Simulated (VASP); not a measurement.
# Sb (Pm-3m) in VASP: further runs

Runs on Sb. Level: PBEsol. Tasks: single point, relaxation of cell and atoms.

Everything below comes from runs of VASP 6.6.1. Logs are shortened: lines on timing, memory, paths and dates and some standing lists are left out, and cuts for length are marked.

### Step 1. The cell of the first run

The structure is cubic, space group Pm-3m (No. 221). Conventional cell: a = 3.062 Å, b = 3.062 Å, c = 3.062 Å, α = 90.00°, β = 90.00°, γ = 90.00°. Sb (site symmetry m-3m) has 6 Sb at 3.06 Å within 4.0 Å.

### Step 2. Single point, PBEsol

The input, INCAR:

```
SYSTEM = Sb
ALGO = Normal
EDIFF = 1E-6
ENCUT = 520
GGA = PS
ISIF = 2
ISMEAR = 0
LASPH = .TRUE.
LCHARG = .FALSE.
LREAL = .FALSE.
LWAVE = .FALSE.
NBANDS = 8
NELM = 100
PREC = Accurate
SIGMA = 0.1
```

The input, KPOINTS:

```
k-points
0
G
  14 14 14
  0 0 0
```

The input, POSCAR:

```
Sb
1.0
    3.0618429539      0.0000000000      0.0000000000
    0.0000000000      3.0618429539      0.0000000000
    0.0000000000      0.0000000000      3.0618429539
Sb
1
Direct
    0.0000000000      0.0000000000      0.0000000000
```

Potentials or basis: VASP PAW PBE potentials, release 64 (Sb).

The run is started by

```sh
$ cat potpaw_PBE.64/Sb/POTCAR > POTCAR
$ mpirun -np 1 vasp_std > vasp.out
```

OUTCAR:

```text
SYSTEM = Sb
   EDIFF = 1E-6
   ENCUT = 520
   GGA = PS
   ISIF = 2
   ISMEAR = 0
   LASPH = .TRUE.
   LREAL = .FALSE.
   NELM = 100
   PREC = Accurate

 ion  position               nearest neighbor table
   1  0.000  0.000  0.000-

  LATTYP: Found a simple cubic cell.
 ALAT       =     3.0618429539

  Lattice vectors:

 A1 = (   3.0618429539,   0.0000000000,   0.0000000000)
 A2 = (   0.0000000000,   3.0618429539,   0.0000000000)
 A3 = (   0.0000000000,   0.0000000000,   3.0618429539)

Analysis of symmetry for initial positions (statically):
=====================================================================
 Subroutine PRICEL returns:
 Original cell was already a primitive cell.

 Routine SETGRP: Setting up the symmetry group for a
 simple cubic supercell.

 Subroutine GETGRP returns: Found 48 space group operations
 (whereof 48 operations were pure point group operations)
 out of a pool of 48 trial point group operations.

The static configuration has the point symmetry O_h .

Analysis of symmetry for dynamics (positions and initial velocities):
=====================================================================
 Subroutine PRICEL returns:
 Original cell was already a primitive cell.

 Routine SETGRP: Setting up the symmetry group for a
 simple cubic supercell.

 Subroutine GETGRP returns: Found 48 space group operations
 (whereof 48 operations were pure point group operations)
 out of a pool of 48 trial point group operations.

The dynamic configuration has the point symmetry O_h .

 Subroutine INISYM returns: Found 48 space group operations
 (whereof 48 operations are pure point group operations),
 and found     1 'primitive' translations

----------------------------------------------------------------------------------------

                                     Primitive cell

  volume of cell :      28.7044

  direct lattice vectors                    reciprocal lattice vectors
     3.061842954  0.000000000  0.000000000     0.326600683  0.000000000  0.000000000
     0.000000000  3.061842954  0.000000000     0.000000000  0.326600683  0.000000000
     0.000000000  0.000000000  3.061842954     0.000000000  0.000000000  0.326600683

  length of vectors
     3.061842954  3.061842954  3.061842954     0.326600683  0.326600683  0.326600683

  position of ions in fractional coordinates (direct lattice)
     0.000000000  0.000000000  0.000000000

  ion indices of the primitive-cell ions
   primitive index   ion index
                 1           1

----------------------------------------------------------------------------------------

 KPOINTS: k-points

Automatic generation of k-mesh.
 Grid dimensions read from file:
 generate k-points for:   14   14   14

 Generating k-lattice:

  Cartesian coordinates                     Fractional coordinates (reciprocal lattice)
     0.023328620  0.000000000  0.000000000     0.071428571  0.000000000  0.000000000
     0.000000000  0.023328620  0.000000000     0.000000000  0.071428571  0.000000000
     0.000000000  0.000000000  0.023328620     0.000000000  0.000000000  0.071428571

  Length of vectors
     0.023328620  0.023328620  0.023328620

  Shift w.r.t. Gamma in fractional coordinates (k-lattice)
     0.000000000  0.000000000  0.000000000

 Subroutine IBZKPT returns following result:
 ===========================================

 Found    120 irreducible k-points:

 Following reciprocal coordinates:
            Coordinates               Weight
  0.000000  0.000000  0.000000      1.000000
  0.071429  0.000000  0.000000      6.000000
  0.142857  0.000000  0.000000      6.000000
  0.214286  0.000000  0.000000      6.000000
  0.285714  0.000000  0.000000      6.000000
  0.357143  0.000000  0.000000      6.000000
[... 16 lines left out ...]
  0.285714  0.214286  0.000000     24.000000
  0.357143  0.214286  0.000000     24.000000
 [... further k-points ...]
   k-points           NKPTS =    120   k-points in BZ     NKDIM =    120   number of bands    NBANDS=      8
   number of dos      NEDOS =    301   number of ions     NIONS =      1
   total plane-waves  NPLWV =  13824
   dimension x,y,z NGX =    24 NGY =   24 NGZ =   24
   dimension x,y,z NGXF=    48 NGYF=   48 NGZF=   48
   ions per type =               1
   NGX,Y,Z   is equivalent  to a cutoff of  13.03, 13.03, 13.03 a.u.
   NGXF,Y,Z  is equivalent  to a cutoff of  26.06, 26.06, 26.06 a.u.
 SYSTEM =  Sb
   PREC   = accura    normal or accurate (medium, high low for compatibility)
   ISTART =      0    job   : 0-new  1-cont  2-samecut
   ICHARG =      2    charge: 1-file 2-atom 10-const
   ISPIN  =      1    spin polarized calculation?
   LNONCOLLINEAR =      F non collinear calculations
   LSORBIT =      F    spin-orbit coupling
   LASPH  =      T    aspherical Exc in radial PAW
   ENCUT  =  520.0 eV  38.22 Ry    6.18 a.u.   5.69  5.69  5.69*2*pi/ulx,y,z
   NELM   =    100;   NELMIN=  2; NELMDL= -5     # of ELM steps
   EDIFF  = 0.1E-05   stopping-criterion for ELM
   LREAL  =      F    real-space projection
   EDIFFG = 0.1E-04   stopping-criterion for IOM
   NSW    =      0    number of steps for IOM
   IBRION =     -1    ionic relax: 0-MD 1-quasi-New 2-CG
   NFREE  =      0    steps in history (QN), initial steepest desc. (CG)
   ISIF   =      2    stress and relaxation
   ISYM   =      2    0-nonsym 1-usesym 2-fastsym
   POTIM  = 0.5000    time-step for ionic-motion
   TEBEG  =    0.0;   TEEND  =   0.0 temperature during run
   PSTRESS=    0.0 pullay stress
   NELECT =       5.0000    total number of electrons
   NUPDOWN=      -1.0000    fix difference up-down
   EMIN   =  10.00;   EMAX   =-10.00  energy-range for DOS
   EFERMI =   0.00;   METHOD = LEGACY
   ISMEAR =     0;   SIGMA  =   0.10  broadening in eV -4-tet -1-fermi 0-gaus
   EFERMI_NEDOS =   21; number of points for ismear=-14 and -15
   IALGO  =     38    algorithm
   IMIX   =      4    mixing-type and parameters
     AMIX     =   0.40;   BMIX     =  1.00
     AMIX_MAG =   1.60;   BMIX_MAG =  1.00
  volume/ion in A,a.u.               =      28.70       193.71
  Fermi-wavevector in a.u.,A,eV,Ry     =   0.914286  1.727749 11.373359  0.835918
  Thomas-Fermi vector in A             =   2.038895
   LORBIT       =      0    0 simple, 1 ext, 2 COOP (PROOUT), +10 PAW based schemes
   GGA     = PS    functional components
   LHFCALC =     F    Hartree Fock is set to
   AEXX    =    0.0000 exact exchange contribution
   IVDW    =     0    specifies the selected vdW correction
   LEPSILON=     F    determine dielectric tensor
   LRPA    =     F    only Hartree local field effects (RPA)
 non-spin polarized calculation
 Gauss-broadening in eV      SIGMA  =   0.10
  energy-cutoff  :      520.00
  volume of cell :       28.70
 maximum number of plane-waves:       804
 NGX is ok and might be reduce to    24
   NGX = 11   NGY = 11   NGZ = 11

 number of electron       4.9999999 magnetization

 Free energy of the ion-electron system (eV)
  ---------------------------------------------------
  ext. energy  EPLUGINS =         0.00000000
  ---------------------------------------------------
  free energy    TOTEN  =        -4.53730689 eV

  energy without entropy =       -4.53353305  energy(sigma->0) =       -4.53541997

 E-fermi :   7.4224     XC(G=0):  -9.9156

 val. band max:        7.4120303584   @ k =   0.2857   0.2143   0.0000
 cond. band min:       7.4665788316   @ k =   0.5000   0.2857   0.2143
 fundamental gap:      0.0545484731
 Fermi energy:         7.4223759783

 k-point     1 :       0.0000    0.0000    0.0000
  band No.  band energies     occupation
      1      -5.2235      2.00000
      2      10.8383      0.00000
      3      10.8383      0.00000
      4      10.8383      0.00000
      5      14.4699      0.00000
      6      14.4699      0.00000
      7      15.8542      0.00000
      8      25.4316      0.00000

 k-point     2 :       0.0714    0.0000    0.0000
  band No.  band energies     occupation
      1      -5.1464      2.00000
      2       9.8466      0.00000
      3      10.9154      0.00000
      4      10.9154      0.00000
      5      14.5299      0.00000
      6      15.0671      0.00000
      7      16.4105      0.00000
      8      24.7199      0.00000

 k-point     3 :       0.1429    0.0000    0.0000
  band No.  band energies     occupation
      1      -4.9169      2.00000
      2       8.0682      0.00000
      3      11.1410      0.00000
      4      11.1410      0.00000
      5      14.7093      0.00000
      6      15.5181      0.00000
      7      18.2110      0.00000
      8      23.5096      0.00000

 k-point     4 :       0.2143    0.0000    0.0000
  band No.  band energies     occupation
      1      -4.5421      2.00000
      2       6.2503      2.00000
      3      11.4971      0.00000
      4      11.4971      0.00000
      5      15.0050      0.00000
      6      15.8932      0.00000
      7      20.3707      0.00000
      8      22.2528      0.00000

 k-point     5 :       0.2857    0.0000    0.0000
  band No.  band energies     occupation
      1      -4.0398      2.00000
      2       4.5676      2.00000
      3      11.9476      0.00000
      4      11.9476      0.00000
      5      15.4091      0.00000
      6      16.3628      0.00000
      7      21.0668      0.00000
      8      21.0668      0.00000
[... 177 lines left out ...]
 k-point    22 :       0.2143    0.2143    0.0000
  band No.  band energies     occupation
      1      -3.8594      2.00000
      2       6.6954      2.00000
      3       7.1346      1.99995
      4      12.1615      0.00000
      5      15.9036      0.00000
      6      17.3799      0.00000
      7      20.4191      0.00000
      8      21.5295      0.00000

 k-point    23 :       0.2857    0.2143    0.0000
  band No.  band energies     occupation
      1      -3.3555      2.00000
      2       5.2039      2.00000
      3       7.4120      1.11632
      4      12.6162      0.00000
      5      15.6263      0.00000
      6      16.7008      0.00000
      7      21.0842      0.00000
      8      21.5538      0.00000

 k-point    24 :       0.3571    0.2143    0.0000
  band No.  band energies     occupation
      1      -2.7676      2.00000
      2       3.7600      2.00000
      3       7.9263      0.00000
      4      13.1002      0.00000
      5      14.5394      0.00000
      6      17.1257      0.00000
      7      20.5494      0.00000
      8      20.6843      0.00000

 [... further k-points ...]

------------------------ aborting loop because EDIFF is reached ----------------------------------------

  FORCE on cell =-STRESS in cart. coord.  units (eV):
  Direction    XX          YY          ZZ          XY          YZ          ZX
  --------------------------------------------------------------------------------------
  -------------------------------------------------------------------------------------
  Total        0.0178202      0.0178202      0.0178202      0.0000000     -0.0000000      0.0000000
  in kB        0.9946581      0.9946581      0.9946581      0.0000000     -0.0000000      0.0000000
  external PRESSURE =       0.9946581 kB  Pullay stress =       0.0000000 kB

 VOLUME and BASIS-vectors are now :
 -----------------------------------------------------------------------------
  energy-cutoff  :      520.00
  volume of cell :       28.70
      direct lattice vectors                 reciprocal lattice vectors
     3.061842954  0.000000000  0.000000000     0.326600683  0.000000000  0.000000000
     0.000000000  3.061842954  0.000000000     0.000000000  0.326600683  0.000000000
     0.000000000  0.000000000  3.061842954     0.000000000  0.000000000  0.326600683

 POSITION                                       TOTAL-FORCE (eV/Angst)
 -----------------------------------------------------------------------------------
      0.00000      0.00000      0.00000         0.000000      0.000000      0.000000
 -----------------------------------------------------------------------------------
    total drift:                               -0.000000      0.000000      0.000000

  FREE ENERGIE OF THE ION-ELECTRON SYSTEM (eV)
  ---------------------------------------------------
  free  energy   TOTEN  =        -4.5373068919 eV

  energy  without entropy=       -4.5335330541  energy(sigma->0) =       -4.53541997
```

Run time: 6.3 s. Hardware: 1 thread of Intel Xeon Platinum 8488C (Sapphire Rapids), shared host; peak memory 0.15 GiB.

Results:

| Item | Value |
| --- | --- |
| Free energy | -4.5373 eV |
| Pressure | 0.1 GPa |

Caveat: the PAW data sets were made with another functional, which shifts forces and pressure a little; spin-orbit coupling is left out, which moves the levels of the heavy elements.

### Step 3. Relaxation of cell and atoms, PBEsol

This run uses another cell than the first one, of 29.31 Å³/atom, 1.021 times its volume.

The input, INCAR:

```
SYSTEM = Sb
PREC     = Accurate       ! precision mode
ENCUT    = 600            ! plane-wave cutoff, eV
EDIFF    = 1E-6           ! SCF threshold, eV
ISMEAR   = 0              ! smearing method
SIGMA    = 0.1            ! smearing width, eV
LREAL    = .False.        ! projectors in reciprocal space
LASPH    = .True.         ! aspherical terms in the spheres
NELM     = 60             ! most SCF steps
ALGO     = Normal         ! electronic algorithm
ISIF     = 3              ! what is computed and relaxed
LWAVE    = .False.        ! write WAVECAR
LCHARG   = .False.        ! write CHGCAR
GGA      = PS             ! functional
IBRION   = 2              ! ionic algorithm
NSW      = 100            ! ionic steps
EDIFFG   = -0.005         ! ionic threshold
```

The input, KPOINTS:

```
regular mesh
0
Gamma
  14 14 14
  0 0 0
```

The input, POSCAR:

```
Sb
1.0
    3.0833436100      0.0000000000      0.0000000000
    0.0000000000      3.0833436100      0.0000000000
    0.0000000000      0.0000000000      3.0833436100
Sb
1
Direct
    0.0000000000      0.0000000000      0.0000000000
```

Potentials or basis: VASP PAW PBE potentials, release 64 (Sb).

The run is started by

```sh
$ cat potpaw_PBE.64/Sb/POTCAR > POTCAR
$ mpirun -np 1 vasp_std > vasp.out
```

OUTCAR:

```text
SYSTEM = Sb
   PREC = Accurate
   ENCUT = 600
   EDIFF = 1E-6
   ISMEAR = 0
   LREAL = .False.
   LASPH = .True.
   NELM = 60
   ISIF = 3
   GGA = PS
   IBRION = 2
   NSW = 100
   EDIFFG = -0.005

 ion  position               nearest neighbor table
   1  0.000  0.000  0.000-

  LATTYP: Found a simple cubic cell.
 ALAT       =     3.0833436100

  Lattice vectors:

 A1 = (   3.0833436100,   0.0000000000,   0.0000000000)
 A2 = (   0.0000000000,   3.0833436100,   0.0000000000)
 A3 = (   0.0000000000,   0.0000000000,   3.0833436100)

Analysis of symmetry for initial positions (statically):
=====================================================================
 Subroutine PRICEL returns:
[... 250 lines left out ...]

 E-fermi :   7.4033     XC(G=0):  -9.9093

 val. band max:        7.3938274365   @ k =   0.2857   0.2143   0.0000
 cond. band min:       7.4475238096   @ k =   0.5000   0.2857   0.2143
 fundamental gap:      0.0536963731
 Fermi energy:         7.4032504138

 k-point     1 :       0.0000    0.0000    0.0000
  band No.  band energies     occupation
      1      -5.2305      2.00000
      2      10.8159      0.00000
      3      10.8159      0.00000
      4      10.8159      0.00000
      5      14.4497      0.00000
      6      14.4497      0.00000
[... 199 lines left out ...]
 k-point    24 :       0.3571    0.2143    0.0000
  band No.  band energies     occupation
      1      -2.7790      2.00000
      2       3.7476      2.00000
      3       7.9071      0.00000
      4      13.0729      0.00000
      5      14.5195      0.00000
      6      17.1021      0.00000

 [... further k-points ...]

------------------------ aborting loop because EDIFF is reached ----------------------------------------

  FORCE on cell =-STRESS in cart. coord.  units (eV):
  Direction    XX          YY          ZZ          XY          YZ          ZX
  --------------------------------------------------------------------------------------
  -------------------------------------------------------------------------------------
  Total        0.0009095      0.0009095      0.0009095     -0.0000000     -0.0000000      0.0000000
  in kB        0.0506913      0.0506913      0.0506913     -0.0000000     -0.0000000      0.0000000
  external PRESSURE =       0.0506913 kB  Pullay stress =       0.0000000 kB
[... 16 lines left out ...]
  FREE ENERGIE OF THE ION-ELECTRON SYSTEM (eV)
  ---------------------------------------------------
  free  energy   TOTEN  =        -4.5373471218 eV

  energy  without entropy=       -4.5335642077  energy(sigma->0) =       -4.53545566

 reached required accuracy - stopping structural energy minimisation
```

OSZICAR:

```text
N       E                     dE             d eps       ncg     rms          rms(c)
DAV:   1     0.890500256310E+01    0.89050E+01   -0.17773E+03  1446   0.614E+02
DAV:   2    -0.432143755031E+01   -0.13226E+02   -0.12634E+02  2034   0.782E+01
DAV:   3    -0.453605226684E+01   -0.21461E+00   -0.21075E+00  1656   0.109E+01
[... 15 lines left out ...]
       N       E                     dE             d eps       ncg     rms          rms(c)
DAV:   1    -0.453813894667E+01   -0.14588E-02   -0.23742E-02  1494   0.880E-01    0.125E-01
DAV:   2    -0.453762263727E+01    0.51631E-03   -0.47774E-04  1530   0.174E-01    0.743E-02
DAV:   3    -0.453734717563E+01    0.27546E-03   -0.57780E-04  1494   0.133E-01    0.211E-02
DAV:   4    -0.453734712184E+01    0.53783E-07   -0.61718E-06  1674   0.234E-02
   3 F= -.45373471E+01 E0= -.45354557E+01  d E =-.206677E-02
```

CONTCAR:

```text
Sb
   1.00000000000000
     3.0633420361478754   -0.0000000000000000   -0.0000000000000000
     0.0000000000000000    3.0633420361478754    0.0000000000000000
    -0.0000000000000000    0.0000000000000000    3.0633420361478754
  Sb
     1
Direct
     0.0000000000000000    0.0000000000000000    0.0000000000000000

  0.00000000E+00  0.00000000E+00  0.00000000E+00
```

Run time: 19 s. Hardware: 1 thread of Intel Xeon Platinum 8488C (Sapphire Rapids), shared host; peak memory 0.18 GiB.

Results:

- Free energy: -4.5373 eV
- Relaxed volume: 28.75 Å³/atom
- Relaxed cell: a = 3.063 Å, b = 3.063 Å, c = 3.063 Å, α = 90.00°, β = 90.00°, γ = 90.00°
- Space group after relaxing (to 0.05 Å): Pm-3m (No. 221)
- Energy gained by relaxing: 2.1 meV/atom
- Ionic steps: 3
- Pressure after relaxing: 0.0 GPa

The path:
```tsv
step	energy change (eV)	largest force (eV/Å)	pressure (GPa)	volume (Å³)
1	0.0000	0.0000	-1.14	29.31
2	-0.0014	0.0000	0.69	28.43
3	-0.0021	0.0000	0.01	28.75
```

Final structure:
```
Sb
1.0
     3.06334    0.00000    0.00000
     0.00000    3.06334    0.00000
     0.00000    0.00000    3.06334
Sb
1
Direct
  0.00000 0.00000 0.00000
```

Caveat: the PAW data sets were made with another functional, which shifts forces and pressure a little; spin-orbit coupling is left out, which moves the levels of the heavy elements.
